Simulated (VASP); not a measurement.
# GaN (P6_3mc) in VASP: settings compared

The runs below take GaN through single point, with r2SCAN, PBE.

Program: VASP 6.6.1. These are calculated values, not measurements. Logs are shortened: lines on timing, memory, paths and dates and some standing lists are left out, and cuts for length are marked.

**Measured values to compare with.**

From “Studying electronic properties in GaN without electrical contacts using γ-γ vs e−-γ Perturbed Angular Correlations”, 2019, pmc:6823545, for a bulk crystal of GaN: band gap 3.503 ± 0.005 eV (direct).

The results are compared with them further down.

### 1 The cell of the first run

It takes space group P6_3mc (No. 186, hexagonal). Conventional cell: a = 3.246 Å, b = 3.246 Å, c = 5.285 Å, α = 90.00°, β = 90.00°, γ = 120.00°. Within 2.6 Å of Ga (site symmetry 3m) lie 4 N at 1.98 to 1.99 Å. Within 2.6 Å of N (site symmetry 3m) lie 4 Ga at 1.98 to 1.99 Å.

### 2 Single point, r2SCAN (volume changed by +6%)

File POSCAR:

```
GaN
1.0
    3.2455801412      0.0000000000      0.0000000000
   -1.6227900706      2.8107548523      0.0000000000
    0.0000000000      0.0000000000      5.2852911616
Ga N
2 2
Direct
    0.3333333333      0.6666666667     -0.0008868489
    0.6666666667      0.3333333333      0.4991131511
    0.3333333333      0.6666666667      0.3758868489
    0.6666666667      0.3333333333      0.8758868489
```

File INCAR.step1:

```
PREC = Accurate
ENCUT = 520
ISMEAR = 0
SIGMA = 0.01
LREAL = False
LASPH = True
NELM = 80
NBANDS = 26
GGA = PE
ALGO = Normal
EDIFF = 1E-4
LWAVE = True
LCHARG = False
```

File INCAR.step2:

```
PREC = Accurate
ENCUT = 520
EDIFF = 1E-7
ISMEAR = 0
SIGMA = 0.01
LREAL = False
LASPH = True
NELM = 80
ALGO = Normal
ISIF = 2
LWAVE = False
LCHARG = False
METAGGA = R2SCAN
LMIXTAU = True
NBANDS = 26
ISTART = 1
```

File KPOINTS:

```
regular mesh
0
Gamma
  9 9 4
```

Potentials or basis: VASP PAW PBE potentials, release 64 (Ga_d, N).

On the command line:

```bash
cat potpaw_PBE.64/Ga_d/POTCAR potpaw_PBE.64/N/POTCAR > POTCAR
cp INCAR.step1 INCAR
mpirun -np 1 vasp_std > vasp.out
cp INCAR.step2 INCAR
mpirun -np 1 vasp_std > vasp.out
```

OUTCAR:

```text
PREC = Accurate
   ENCUT = 520
   EDIFF = 1E-7
   ISMEAR = 0
   LREAL = False
   LASPH = True
   NELM = 80
   ISIF = 2
   METAGGA = R2SCAN
   ISTART = 1

 ion  position               nearest neighbor table
   1  0.333  0.667  0.999-   4 1.98   4 1.98   4 1.98   3 1.99
   2  0.667  0.333  0.499-   3 1.98   3 1.98   3 1.98   4 1.99
   3  0.333  0.667  0.376-   2 1.98   2 1.98   2 1.98   1 1.99
   4  0.667  0.333  0.876-   1 1.98   1 1.98   1 1.98   2 1.99

  LATTYP: Found a hexagonal cell.
 ALAT       =     3.2455801412
 C/A-ratio  =     1.6284580666

  Lattice vectors:

 A1 = (   3.2455801412,   0.0000000000,   0.0000000000)
 A2 = (  -1.6227900706,   2.8107548523,   0.0000000000)
 A3 = (   0.0000000000,   0.0000000000,   5.2852911616)

Analysis of symmetry for initial positions (statically):
=====================================================================
 Subroutine PRICEL returns:
 Original cell was already a primitive cell.

 Routine SETGRP: Setting up the symmetry group for a
 hexagonal supercell.

 Subroutine GETGRP returns: Found 12 space group operations
 (whereof  6 operations were pure point group operations)
 out of a pool of 24 trial point group operations.

The static configuration has the point symmetry C_3v.
 The point group associated with its full space group is C_6v.

Analysis of symmetry for dynamics (positions and initial velocities):
=====================================================================
 Subroutine PRICEL returns:
 Original cell was already a primitive cell.

 Routine SETGRP: Setting up the symmetry group for a
 hexagonal supercell.

 Subroutine GETGRP returns: Found 12 space group operations
 (whereof  6 operations were pure point group operations)
 out of a pool of 24 trial point group operations.

The dynamic configuration has the point symmetry C_3v.
 The point group associated with its full space group is C_6v.

 Subroutine INISYM returns: Found 12 space group operations
 (whereof  6 operations are pure point group operations),
 and found     1 'primitive' translations

----------------------------------------------------------------------------------------

                                     Primitive cell

  volume of cell :      48.2152

  direct lattice vectors                    reciprocal lattice vectors
     3.245580141  0.000000000  0.000000000     0.308111326  0.177888157  0.000000000
    -1.622790071  2.810754852  0.000000000     0.000000000  0.355776314  0.000000000
     0.000000000  0.000000000  5.285291162     0.000000000  0.000000000  0.189204335

  length of vectors
     3.245580141  3.245580141  5.285291162     0.355776314  0.355776314  0.189204335

  position of ions in fractional coordinates (direct lattice)
     0.333333333  0.666666667  0.999113151
     0.666666667  0.333333333  0.499113151
     0.333333333  0.666666667  0.375886849
     0.666666667  0.333333333  0.875886849

  ion indices of the primitive-cell ions
   primitive index   ion index
                 1           1
                 2           2
                 3           3
                 4           4

----------------------------------------------------------------------------------------

 KPOINTS: regular mesh

Automatic generation of k-mesh.
 Grid dimensions read from file:
 generate k-points for:    9    9    4

 Generating k-lattice:

  Cartesian coordinates                     Fractional coordinates (reciprocal lattice)
     0.034234592  0.019765351  0.000000000     0.111111111 -0.000000000  0.000000000
     0.000000000  0.039530702  0.000000000     0.000000000  0.111111111  0.000000000
     0.000000000  0.000000000  0.047301084     0.000000000  0.000000000  0.250000000

  Length of vectors
     0.039530702  0.039530702  0.047301084

  Shift w.r.t. Gamma in fractional coordinates (k-lattice)
     0.000000000  0.000000000  0.000000000

 Subroutine IBZKPT returns following result:
 ===========================================

 Found     36 irreducible k-points:

 Following reciprocal coordinates:
            Coordinates               Weight
  0.000000  0.000000  0.000000      1.000000
  0.111111 -0.000000  0.000000      6.000000
  0.222222 -0.000000  0.000000      6.000000
  0.333333 -0.000000  0.000000      6.000000
  0.444444 -0.000000  0.000000      6.000000
  0.111111  0.111111  0.000000      6.000000
[... 16 lines left out ...]
  0.333333  0.222222  0.250000     24.000000
  0.333333  0.333333  0.250000      4.000000
 [... further k-points ...]
   k-points           NKPTS =     36   k-points in BZ     NKDIM =     36   number of bands    NBANDS=     26
   number of dos      NEDOS =    301   number of ions     NIONS =      4
   total plane-waves  NPLWV =  23040
   dimension x,y,z NGX =    24 NGY =   24 NGZ =   40
   dimension x,y,z NGXF=    48 NGYF=   48 NGZF=   80
   ions per type =               2   2
   NGX,Y,Z   is equivalent  to a cutoff of  12.29, 12.29, 12.58 a.u.
   NGXF,Y,Z  is equivalent  to a cutoff of  24.59, 24.59, 25.16 a.u.
 SYSTEM =  unknown system
   PREC   = accura    normal or accurate (medium, high low for compatibility)
   ISTART =      1    job   : 0-new  1-cont  2-samecut
   ICHARG =      0    charge: 1-file 2-atom 10-const
   ISPIN  =      1    spin polarized calculation?
   LNONCOLLINEAR =      F non collinear calculations
   LSORBIT =      F    spin-orbit coupling
   LASPH  =      T    aspherical Exc in radial PAW
   ENCUT  =  520.0 eV  38.22 Ry    6.18 a.u.   6.03  6.03  9.83*2*pi/ulx,y,z
   NELM   =     80;   NELMIN=  2; NELMDL=  0     # of ELM steps
   EDIFF  = 0.1E-06   stopping-criterion for ELM
   LREAL  =      F    real-space projection
   EDIFFG = 0.1E-05   stopping-criterion for IOM
   NSW    =      0    number of steps for IOM
   IBRION =     -1    ionic relax: 0-MD 1-quasi-New 2-CG
   NFREE  =      0    steps in history (QN), initial steepest desc. (CG)
   ISIF   =      2    stress and relaxation
   ISYM   =      2    0-nonsym 1-usesym 2-fastsym
   POTIM  = 0.5000    time-step for ionic-motion
   TEBEG  =    0.0;   TEEND  =   0.0 temperature during run
   PSTRESS=    0.0 pullay stress
   NELECT =      36.0000    total number of electrons
   NUPDOWN=      -1.0000    fix difference up-down
   EMIN   =  10.00;   EMAX   =-10.00  energy-range for DOS
   EFERMI =   0.00;   METHOD = LEGACY
   ISMEAR =     0;   SIGMA  =   0.01  broadening in eV -4-tet -1-fermi 0-gaus
   EFERMI_NEDOS =   21; number of points for ismear=-14 and -15
   IALGO  =     38    algorithm
   IMIX   =      4    mixing-type and parameters
     AMIX     =   0.40;   BMIX     =  1.00
     AMIX_MAG =   1.60;   BMIX_MAG =  1.00
  volume/ion in A,a.u.               =      12.05        81.34
  Fermi-wavevector in a.u.,A,eV,Ry     =   1.485186  2.806595 30.011435  2.205778
  Thomas-Fermi vector in A             =   2.598629
   LORBIT       =      0    0 simple, 1 ext, 2 COOP (PROOUT), +10 PAW based schemes
   METAGGA = R2SCAN    functional components
   LHFCALC =     F    Hartree Fock is set to
   AEXX    =    0.0000 exact exchange contribution
   IVDW    =     0    specifies the selected vdW correction
   LEPSILON=     F    determine dielectric tensor
   LRPA    =     F    only Hartree local field effects (RPA)
 non-spin polarized calculation
 Gauss-broadening in eV      SIGMA  =   0.01
  energy-cutoff  :      520.00
  volume of cell :       48.22
 maximum number of plane-waves:      1320
   NGX = 13   NGY = 13   NGZ = 19

 number of electron      35.9999978 magnetization

 Free energy of the ion-electron system (eV)
  ---------------------------------------------------
  ext. energy  EPLUGINS =         0.00000000
  ---------------------------------------------------
  free energy    TOTEN  =       -43.74923095 eV

  energy without entropy =      -43.74923095  energy(sigma->0) =      -43.74923095

 E-fermi :   4.5760     XC(G=0): -12.3236

 val. band max:        4.4863333332   @ k =   0.0000   0.0000   0.0000
 cond. band min:       6.4257592322   @ k =   0.0000   0.0000   0.0000
 fundamental gap:      1.9394258990
 Fermi energy:         4.5759796238

 k-point     1 :       0.0000    0.0000    0.0000
  band No.  band energies     occupation
      1     -11.8383      2.00000
      2     -11.0117      2.00000
      3      -9.3166      2.00000
      4      -9.3024      2.00000
      5      -9.3024      2.00000
      6      -9.2453      2.00000
[... 18 lines left out ...]
     25      16.5220      0.00000
     26      16.5221      0.00000

 k-point     2 :       0.1111   -0.0000    0.0000
  band No.  band energies     occupation
      1     -11.7311      2.00000
      2     -10.9839      2.00000
      3      -9.3047      2.00000
      4      -9.2871      2.00000
      5      -9.2591      2.00000
      6      -9.2308      2.00000
[... 18 lines left out ...]
     25      16.0699      0.00000
     26      16.7847      0.00000

 k-point     3 :       0.2222   -0.0000    0.0000
  band No.  band energies     occupation
      1     -11.4657      2.00000
      2     -10.9245      2.00000
      3      -9.2728      2.00000
      4      -9.2554      2.00000
      5      -9.1962      2.00000
      6      -9.1715      2.00000
[... 18 lines left out ...]
     25      16.3105      0.00000
     26      17.3591      0.00000

 k-point     4 :       0.3333   -0.0000    0.0000
  band No.  band energies     occupation
      1     -11.1917      2.00000
      2     -10.8763      2.00000
      3      -9.2506      2.00000
      4      -9.2352      2.00000
      5      -9.1521      2.00000
      6      -9.1138      2.00000
[... 18 lines left out ...]
     25      16.5253      0.00000
     26      17.9363      0.00000

 k-point     5 :       0.4444   -0.0000    0.0000
  band No.  band energies     occupation
      1     -11.0398      2.00000
      2     -10.8567      2.00000
      3      -9.2466      2.00000
      4      -9.2307      2.00000
      5      -9.1380      2.00000
      6      -9.0933      2.00000
[... 18 lines left out ...]
     25      17.2803      0.00000
     26      18.0644      0.00000

 k-point     6 :       0.1111    0.1111    0.0000
  band No.  band energies     occupation
      1     -11.5446      2.00000
      2     -10.9408      2.00000
      3      -9.2786      2.00000
      4      -9.2663      2.00000
      5      -9.2091      2.00000
      6      -9.2015      2.00000
[... 427 lines left out ...]
 k-point    21 :       0.4444    0.1111    0.2500
  band No.  band energies     occupation
      1     -10.9565      2.00000
      2     -10.8563      2.00000
      3      -9.2425      2.00000
      4      -9.2161      2.00000
      5      -9.1657      2.00000
      6      -9.0987      2.00000
[... 18 lines left out ...]
     25      16.8375      0.00000
     26      18.1616      0.00000

 k-point    22 :       0.2222    0.2222    0.2500
  band No.  band energies     occupation
      1     -11.0241      2.00000
      2     -10.8714      2.00000
      3      -9.2394      2.00000
      4      -9.2118      2.00000
      5      -9.1590      2.00000
      6      -9.1391      2.00000
[... 18 lines left out ...]
     25      16.2478      0.00000
     26      18.1608      0.00000

 k-point    23 :       0.3333    0.2222    0.2500
  band No.  band energies     occupation
      1     -10.9282      2.00000
      2     -10.8577      2.00000
      3      -9.2469      2.00000
      4      -9.1930      2.00000
      5      -9.1521      2.00000
      6      -9.1126      2.00000
[... 18 lines left out ...]
     25      17.1177      0.00000
     26      18.2053      0.00000

 k-point    24 :       0.3333    0.3333    0.2500
  band No.  band energies     occupation
      1     -10.8752      2.00000
      2     -10.8752      2.00000
      3      -9.2552      2.00000
      4      -9.1580      2.00000
      5      -9.1580      2.00000
      6      -9.1106      2.00000
[... 18 lines left out ...]
     25      18.0970      0.00000
     26      18.2508      0.00000

 [... further k-points ...]
[... 5 lines left out ...]
  --------------------------------------------------------------------------------------
  -------------------------------------------------------------------------------------
  Total       -2.7740437     -2.7740437     -2.7344262     -0.0000000      0.0000000     -0.0000000
  in kB      -92.1806254    -92.1806254    -90.8641489     -0.0000000      0.0000000     -0.0000000
  external PRESSURE =     -91.7417999 kB  Pullay stress =       0.0000000 kB

 VOLUME and BASIS-vectors are now :
 -----------------------------------------------------------------------------
  energy-cutoff  :      520.00
  volume of cell :       48.22
      direct lattice vectors                 reciprocal lattice vectors
     3.245580141  0.000000000  0.000000000     0.308111326  0.177888157  0.000000000
    -1.622790071  2.810754852  0.000000000     0.000000000  0.355776314  0.000000000
     0.000000000  0.000000000  5.285291162     0.000000000  0.000000000  0.189204335

 POSITION                                       TOTAL-FORCE (eV/Angst)
 -----------------------------------------------------------------------------------
     -0.00000      1.87384      5.28060         0.000000     -0.000000     -0.004862
      1.62279      0.93692      2.63796        -0.000000      0.000000     -0.004862
     -0.00000      1.87384      1.98667         0.000000      0.000000      0.004862
      1.62279      0.93692      4.62932         0.000000     -0.000000      0.004862
 -----------------------------------------------------------------------------------
    total drift:                                0.000002      0.000003      0.010016

  FREE ENERGIE OF THE ION-ELECTRON SYSTEM (eV)
  ---------------------------------------------------
  free  energy   TOTEN  =       -43.7492309491 eV

  energy  without entropy=      -43.7492309491  energy(sigma->0) =      -43.74923095
```

Wall time 5.1 min (1 thread of AMD EPYC 7R13, shared host); peak memory 0.16 GiB.

Results:

| Quantity | Value |
| --- | --- |
| Free energy | -43.7492 eV |
| Pressure | -9.2 GPa |
| Largest force | 0.005 eV/Å |
| Band gap on the k mesh | 1.94 eV, direct |

Forces on the atoms (eV/Å):
```
Ga   0.000  0.000 -0.005
Ga   0.000  0.000 -0.005
N    0.000  0.000  0.005
N    0.000  0.000  0.005
```

Stress tensor (GPa, compression positive):
```
-9.22  0.00  0.00
 0.00 -9.22  0.00
 0.00  0.00 -9.09
```

Caveat: the PAW data sets were made with another functional, which shifts forces and pressure a little.

(Part 1 of 2 ends here.)
